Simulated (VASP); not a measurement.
Set up this calculation in VASP 6.6.1, as the native input.

| Quantity | Value |
| --- | --- |
| Task | single point |
| Functional | PBE |
| Potentials or basis | VASP PAW PBE potentials, release 64 (Cr_pv) |
| Cutoff | 500 eV |
| k mesh | 10 × 10 × 10 |
| Occupations | gaussian, width 0.1 eV |
| Spin | no spin polarisation |
| Dipole correction | no |
| Further INCAR settings | ALGO = Normal; EDIFF = 1e-06; NBANDS = 12 |

The structure of Cr lies in POSCAR:

```
Cr
1.0
   -1.4244740815      1.4244740815      1.4244740815
    1.4244740815     -1.4244740815      1.4244740815
    1.4244740815      1.4244740815     -1.4244740815
Cr
1
Direct
    0.0000000000      0.0000000000      0.0000000000
```

These files were run (other wordings do the same):

INCAR

```
PREC = Accurate
ENCUT = 500
EDIFF = 1E-6
ISMEAR = 0
SIGMA = 0.1
LREAL = False
LASPH = True
NELM = 120
ALGO = Normal
ISIF = 2
LWAVE = False
LCHARG = True
GGA = PE
LELF = True
LVHAR = True
NBANDS = 12
GGA_COMPAT = False
```

KPOINTS

```
Automatic mesh
0
Gamma
  10 10 10
```

Potentials or basis: VASP PAW PBE potentials, release 64 (Cr_pv).

Command:

```bash
$ cat potpaw_PBE.64/Cr_pv/POTCAR > POTCAR
$ mpirun -np 1 vasp_std > vasp.out
```

Results of the run:

```yaml
Pressure: -0.5 GPa
Band_gap_on_the_k_mesh: zero (band 6 reaches 13.37 eV, above the bottom of band 7 at 10.03 eV)
```

Caveat: the run has no spin polarisation, though such a crystal can be magnetic.

Wall time 4.1 s on 1 thread of Intel Xeon 6975P-C, on a shared host, peak memory 0.12 GiB.
